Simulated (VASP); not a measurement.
# Cu (Fm-3m) in VASP: notebook, part 2 of 2

VASP 6.6.1. Earlier steps stand in the parts before.

## 3. Single point, r2SCAN

Input file POSCAR:

```
Cu
1.0
    0.0000000000      1.7881324402      1.7881324402
    1.7881324402      0.0000000000      1.7881324402
    1.7881324402      1.7881324402      0.0000000000
Cu
1
Direct
    0.0000000000      0.0000000000      0.0000000000
```

Input file INCAR.step1:

```
SYSTEM = Cu
  PREC = Accurate
  ENCUT = 520
  ISMEAR = 0
  SIGMA = 0.1
  LREAL = .FALSE.
  LASPH = .TRUE.
  NELM = 60
  NBANDS = 12
  GGA = PE
  ALGO = Normal
  EDIFF = 1E-4
  LWAVE = .TRUE.
  LCHARG = .FALSE.
```

Input file INCAR.step2:

```
SYSTEM = Cu
  PREC = Accurate
  ENCUT = 520
  EDIFF = 1E-7
  ISMEAR = 0
  SIGMA = 0.1
  LREAL = .FALSE.
  LASPH = .TRUE.
  NELM = 60
  ALGO = Normal
  ISIF = 2
  LWAVE = .FALSE.
  LCHARG = .FALSE.
  METAGGA = R2SCAN
  LMIXTAU = .TRUE.
  NBANDS = 12
  ISTART = 1
```

Input file KPOINTS:

```
regular mesh
0
G
  15 15 15
  0 0 0
```

Potentials or basis: VASP PAW PBE potentials, release 64 (Cu).

The run is started by

```bash
$ cat potpaw_PBE.64/Cu/POTCAR > POTCAR
$ cp INCAR.step1 INCAR
$ mpirun -np 1 vasp_std > vasp.out
$ cp INCAR.step2 INCAR
$ mpirun -np 1 vasp_std > vasp.out
```

OUTCAR:

```text
SYSTEM = Cu
   PREC = Accurate
   ENCUT = 520
   EDIFF = 1E-7
   ISMEAR = 0
   LREAL = .FALSE.
   LASPH = .TRUE.
   NELM = 60
   ISIF = 2
   METAGGA = R2SCAN
   ISTART = 1

 ion  position               nearest neighbor table
   1  0.000  0.000  0.000-

  LATTYP: Found a face centered cubic cell.
 ALAT       =     3.5762648804

  Lattice vectors:

 A1 = (   0.0000000000,   1.7881324402,   1.7881324402)
 A2 = (   1.7881324402,   0.0000000000,   1.7881324402)
 A3 = (   1.7881324402,   1.7881324402,   0.0000000000)

Analysis of symmetry for initial positions (statically):
=====================================================================
 Subroutine PRICEL returns:
 Original cell was already a primitive cell.

 Routine SETGRP: Setting up the symmetry group for a
 face centered cubic supercell.

 Subroutine GETGRP returns: Found 48 space group operations
 (whereof 48 operations were pure point group operations)
 out of a pool of 48 trial point group operations.

The static configuration has the point symmetry O_h .

Analysis of symmetry for dynamics (positions and initial velocities):
=====================================================================
 Subroutine PRICEL returns:
 Original cell was already a primitive cell.

 Routine SETGRP: Setting up the symmetry group for a
 face centered cubic supercell.

 Subroutine GETGRP returns: Found 48 space group operations
 (whereof 48 operations were pure point group operations)
 out of a pool of 48 trial point group operations.

The dynamic configuration has the point symmetry O_h .

 Subroutine INISYM returns: Found 48 space group operations
 (whereof 48 operations are pure point group operations),
 and found     1 'primitive' translations

----------------------------------------------------------------------------------------

                                     Primitive cell

  volume of cell :      11.4348

  direct lattice vectors                    reciprocal lattice vectors
     0.000000000  1.788132440  1.788132440    -0.279621346  0.279621346  0.279621346
     1.788132440  0.000000000  1.788132440     0.279621346 -0.279621346  0.279621346
     1.788132440  1.788132440  0.000000000     0.279621346  0.279621346 -0.279621346

  length of vectors
     2.528801148  2.528801148  2.528801148     0.484318378  0.484318378  0.484318378

  position of ions in fractional coordinates (direct lattice)
     0.000000000  0.000000000  0.000000000

  ion indices of the primitive-cell ions
   primitive index   ion index
                 1           1

----------------------------------------------------------------------------------------

 KPOINTS: regular mesh

Automatic generation of k-mesh.
 Grid dimensions read from file:
 generate k-points for:   15   15   15

 Generating k-lattice:

  Cartesian coordinates                     Fractional coordinates (reciprocal lattice)
    -0.018641423  0.018641423  0.018641423     0.066666667  0.000000000  0.000000000
     0.018641423 -0.018641423  0.018641423     0.000000000  0.066666667  0.000000000
     0.018641423  0.018641423 -0.018641423     0.000000000  0.000000000  0.066666667

  Length of vectors
     0.032287892  0.032287892  0.032287892

  Shift w.r.t. Gamma in fractional coordinates (k-lattice)
     0.000000000  0.000000000  0.000000000

 Subroutine IBZKPT returns following result:
 ===========================================

 Found    120 irreducible k-points:

 Following reciprocal coordinates:
            Coordinates               Weight
  0.000000  0.000000  0.000000      1.000000
  0.066667  0.000000  0.000000      8.000000
  0.133333  0.000000  0.000000      8.000000
  0.200000  0.000000  0.000000      8.000000
  0.266667  0.000000  0.000000      8.000000
  0.333333  0.000000  0.000000      8.000000
[... 16 lines left out ...]
  0.133333  0.133333  0.000000      6.000000
  0.200000  0.133333  0.000000     24.000000
 [... further k-points ...]
   k-points           NKPTS =    120   k-points in BZ     NKDIM =    120   number of bands    NBANDS=     12
   number of dos      NEDOS =    301   number of ions     NIONS =      1
   total plane-waves  NPLWV =   8000
   dimension x,y,z NGX =    20 NGY =   20 NGZ =   20
   dimension x,y,z NGXF=    40 NGYF=   40 NGZF=   40
   ions per type =               1
   NGX,Y,Z   is equivalent  to a cutoff of  13.15, 13.15, 13.15 a.u.
   NGXF,Y,Z  is equivalent  to a cutoff of  26.30, 26.30, 26.30 a.u.
 SYSTEM =  Cu
   PREC   = accura    normal or accurate (medium, high low for compatibility)
   ISTART =      1    job   : 0-new  1-cont  2-samecut
   ICHARG =      0    charge: 1-file 2-atom 10-const
   ISPIN  =      1    spin polarized calculation?
   LNONCOLLINEAR =      F non collinear calculations
   LSORBIT =      F    spin-orbit coupling
   LASPH  =      T    aspherical Exc in radial PAW
   ENCUT  =  520.0 eV  38.22 Ry    6.18 a.u.   4.70  4.70  4.70*2*pi/ulx,y,z
   NELM   =     60;   NELMIN=  2; NELMDL=  0     # of ELM steps
   EDIFF  = 0.1E-06   stopping-criterion for ELM
   LREAL  =      F    real-space projection
   EDIFFG = 0.1E-05   stopping-criterion for IOM
   NSW    =      0    number of steps for IOM
   IBRION =     -1    ionic relax: 0-MD 1-quasi-New 2-CG
   NFREE  =      0    steps in history (QN), initial steepest desc. (CG)
   ISIF   =      2    stress and relaxation
   ISYM   =      2    0-nonsym 1-usesym 2-fastsym
   POTIM  = 0.5000    time-step for ionic-motion
   TEBEG  =    0.0;   TEEND  =   0.0 temperature during run
   PSTRESS=    0.0 pullay stress
   NELECT =      11.0000    total number of electrons
   NUPDOWN=      -1.0000    fix difference up-down
   EMIN   =  10.00;   EMAX   =-10.00  energy-range for DOS
   EFERMI =   0.00;   METHOD = LEGACY
   ISMEAR =     0;   SIGMA  =   0.10  broadening in eV -4-tet -1-fermi 0-gaus
   EFERMI_NEDOS =   21; number of points for ismear=-14 and -15
   IALGO  =     38    algorithm
   IMIX   =      4    mixing-type and parameters
     AMIX     =   0.40;   BMIX     =  1.00
     AMIX_MAG =   1.60;   BMIX_MAG =  1.00
  volume/ion in A,a.u.               =      11.43        77.17
  Fermi-wavevector in a.u.,A,eV,Ry     =   1.616079  3.053947 35.534510  2.611713
  Thomas-Fermi vector in A             =   2.710724
   LORBIT       =      0    0 simple, 1 ext, 2 COOP (PROOUT), +10 PAW based schemes
   METAGGA = R2SCAN    functional components
   LHFCALC =     F    Hartree Fock is set to
   AEXX    =    0.0000 exact exchange contribution
   IVDW    =     0    specifies the selected vdW correction
   LEPSILON=     F    determine dielectric tensor
   LRPA    =     F    only Hartree local field effects (RPA)
 non-spin polarized calculation
 Gauss-broadening in eV      SIGMA  =   0.10
  energy-cutoff  :      520.00
  volume of cell :       11.43
 maximum number of plane-waves:       331
   NGX =  9   NGY =  9   NGZ =  9

 number of electron      11.0000012 magnetization

 Free energy of the ion-electron system (eV)
  ---------------------------------------------------
  ext. energy  EPLUGINS =         0.00000000
  ---------------------------------------------------
  free energy    TOTEN  =       -10.82606664 eV

  energy without entropy =      -10.82440590  energy(sigma->0) =      -10.82523627

 E-fermi :   7.9020     XC(G=0): -13.9662

 val. band max:        7.8853226429   @ k =  -0.4667   0.1333   0.0667
 cond. band min:       8.0094508336   @ k =  -0.3333   0.2000   0.0000
 fundamental gap:      0.1241281907
 Fermi energy:         7.9020195490

 k-point     1 :       0.0000    0.0000    0.0000
  band No.  band energies     occupation
      1      -2.1271      2.00000
      2       4.5504      2.00000
      3       4.5504      2.00000
      4       4.5504      2.00000
      5       5.4078      2.00000
      6       5.4078      2.00000
      7      31.4515      0.00000
      8      34.7443      0.00000
      9      34.7443      0.00000
     10      34.7446      0.00000
     11      37.1569      0.00000
     12      37.1569      0.00000

 k-point     2 :       0.0667    0.0000    0.0000
  band No.  band energies     occupation
      1      -1.9550      2.00000
      2       4.5129      2.00000
      3       4.5828      2.00000
      4       4.5829      2.00000
      5       5.3951      2.00000
      6       5.3951      2.00000
      7      30.5077      0.00000
      8      32.9106      0.00000
      9      34.1946      0.00000
     10      34.1948      0.00000
     11      37.9406      0.00000
     12      37.9407      0.00000
[... 316 lines left out ...]
 k-point    24 :       0.2000    0.1333    0.0000
  band No.  band energies     occupation
      1      -0.6293      2.00000
      2       4.1561      2.00000
      3       4.8346      2.00000
      4       4.8676      2.00000
      5       5.1455      2.00000
      6       5.5561      2.00000
      7      26.5216      0.00000
      8      29.0529      0.00000
      9      29.8893      0.00000
     10      32.2194      0.00000
     11      35.5523      0.00000
     12      41.1400      0.00000

 [... further k-points ...]
[... 5 lines left out ...]
  --------------------------------------------------------------------------------------
  -------------------------------------------------------------------------------------
  Total        0.0312564      0.0312564      0.0312564     -0.0000000      0.0000000      0.0000000
  in kB        4.3794559      4.3794559      4.3794559     -0.0000000      0.0000000      0.0000000
  external PRESSURE =       4.3794559 kB  Pullay stress =       0.0000000 kB

 VOLUME and BASIS-vectors are now :
 -----------------------------------------------------------------------------
  energy-cutoff  :      520.00
  volume of cell :       11.43
      direct lattice vectors                 reciprocal lattice vectors
     0.000000000  1.788132440  1.788132440    -0.279621346  0.279621346  0.279621346
     1.788132440  0.000000000  1.788132440     0.279621346 -0.279621346  0.279621346
     1.788132440  1.788132440  0.000000000     0.279621346  0.279621346 -0.279621346

 POSITION                                       TOTAL-FORCE (eV/Angst)
 -----------------------------------------------------------------------------------
      0.00000      0.00000      0.00000         0.000000      0.000000      0.000000
 -----------------------------------------------------------------------------------
    total drift:                                0.000000      0.000000      0.000000

  FREE ENERGIE OF THE ION-ELECTRON SYSTEM (eV)
  ---------------------------------------------------
  free  energy   TOTEN  =       -10.8260666386 eV

  energy  without entropy=      -10.8244058965  energy(sigma->0) =      -10.82523627
```

OUTCAR.step1:

```text
SYSTEM = Cu
   PREC = Accurate
   ENCUT = 520
   ISMEAR = 0
   LREAL = .FALSE.
   LASPH = .TRUE.
   NELM = 60
[... 576 lines left out ...]
 -----------------------------------------------------------------------------------
      0.00000      0.00000      0.00000         0.000000      0.000000      0.000000
 -----------------------------------------------------------------------------------
    total drift:                                0.000000     -0.000000     -0.000000

  FREE ENERGIE OF THE ION-ELECTRON SYSTEM (eV)
  ---------------------------------------------------
  free  energy   TOTEN  =        -3.7147375197 eV

  energy  without entropy=       -3.7130074921  energy(sigma->0) =       -3.71387251
```

It took 71 s on 1 thread of Intel Xeon 6975P-C, shared host; peak memory 0.14 GiB.

What came out:

```yaml
Free_energy: -10.8261 eV
Pressure: 0.4 GPa
```

Caveat: the PAW data sets were made with another functional, which shifts forces and pressure a little.

## 4. Single point, r2SCAN

POSCAR is that of step 3.

Input file INCAR.step1:

```
SYSTEM = Cu
ALGO = Normal
EDIFF = 1E-4
ENCUT = 520
GGA = PE
ISMEAR = 0
LASPH = .True.
LCHARG = .False.
LREAL = .False.
LWAVE = .True.
NBANDS = 12
NELM = 100
PREC = Accurate
SIGMA = 0.2
```

Input file INCAR.step2:

```
SYSTEM = Cu
ALGO = Normal
EDIFF = 1E-7
ENCUT = 520
ISIF = 2
ISMEAR = 0
ISTART = 1
LASPH = .True.
LCHARG = .False.
LMIXTAU = .True.
LREAL = .False.
LWAVE = .False.
METAGGA = R2SCAN
NBANDS = 12
NELM = 100
PREC = Accurate
SIGMA = 0.2
```

Input file KPOINTS:

```
k-points
0
Gamma
  15 15 15
  0 0 0
```

The run is started by

```bash
$ cat potpaw_PBE.64/Cu/POTCAR > POTCAR
$ cp INCAR.step1 INCAR
$ mpirun -np 1 vasp_std > vasp.out
$ cp INCAR.step2 INCAR
$ mpirun -np 1 vasp_std > vasp.out
```

Wall time 71 s (1 thread of Intel Xeon 6975P-C, shared host); peak memory 0.14 GiB.

Results (log left out):

```
Free energy : -10.8286 eV
Pressure    : 0.5 GPa
```

Levels at points of the mesh, in eV from the Fermi level:
| k point | band 3 | band 4 | band 5 | band 6 | band 7 | band 8 | band 9 | band 10 |
| --- | --- | --- | --- | --- | --- | --- | --- | --- |
| (0.00, 0.00, 0.00) | -3.34 | -3.34 | -2.48 | -2.48 | 23.56 | 26.85 | 26.85 | 26.85 |

Caveat: the PAW data sets were made with another functional, which shifts forces and pressure a little.

## 5. Single point, r2SCAN

POSCAR is that of step 4.

Input file INCAR.step1:

```
ALGO = Normal ; EDIFF = 1E-4
ENCUT = 520 ; GGA = PE
ISMEAR = 0 ; LASPH = True
LCHARG = False ; LREAL = False
LWAVE = True ; NBANDS = 12
NELM = 60 ; PREC = Accurate
SIGMA = 0.3
```

Input file INCAR.step2:

```
ALGO = Normal ; EDIFF = 1E-6
ENCUT = 520 ; ISIF = 2
ISMEAR = 0 ; ISTART = 1
LASPH = True ; LCHARG = True
LELF = True ; LMIXTAU = True
LREAL = False ; LVHAR = True
LWAVE = False ; METAGGA = R2SCAN
NBANDS = 12 ; NELM = 60
PREC = Accurate ; SIGMA = 0.3
```

Input file KPOINTS:

```
k-points
0
Gamma
  15 15 15
```

The run is started by

```bash
$ cat potpaw_PBE.64/Cu/POTCAR > POTCAR
$ cp INCAR.step1 INCAR
$ mpirun -np 1 vasp_std > vasp.out
$ cp INCAR.step2 INCAR
$ mpirun -np 1 vasp_std > vasp.out
```

Wall time 60 s (1 thread of Intel Xeon 6975P-C, shared host); peak memory 0.14 GiB.

It converged, with:

```yaml
Free_energy: -10.8323 eV
Pressure: 0.5 GPa
```

Levels at points of the mesh, in eV from the Fermi level:
```csv
k point,band 3,band 4,band 5,band 6,band 7,band 8,band 9,band 10
"(0.00, 0.00, 0.00)",-3.31,-3.31,-2.46,-2.46,23.58,26.87,26.87,26.87
```

Caveat: the PAW data sets were made with another functional, which shifts forces and pressure a little.

## 6. The runs side by side

| smearing | gap on the mesh (eV) | pressure (GPa) |
| --- | --- | --- |
| gaussian 0.03 eV | none | 0.4 |
| gaussian 0.1 eV | none | 0.4 |
| gaussian 0.2 eV | none | 0.5 |
| gaussian 0.3 eV | none | 0.5 |

Alike in all rows: task single point; level r2SCAN; potentials or basis VASP PAW PBE potentials, release 64 (Cu); no spin polarisation; cell as given; k mesh 15 × 15 × 15; cutoff (eV) 520.

Every run on the cell as given and a fine mesh finds a metal.

Caveats: the PAW data sets were made with another functional, which shifts forces and pressure a little.

Absolute energies hang on the potentials; compare differences alone.
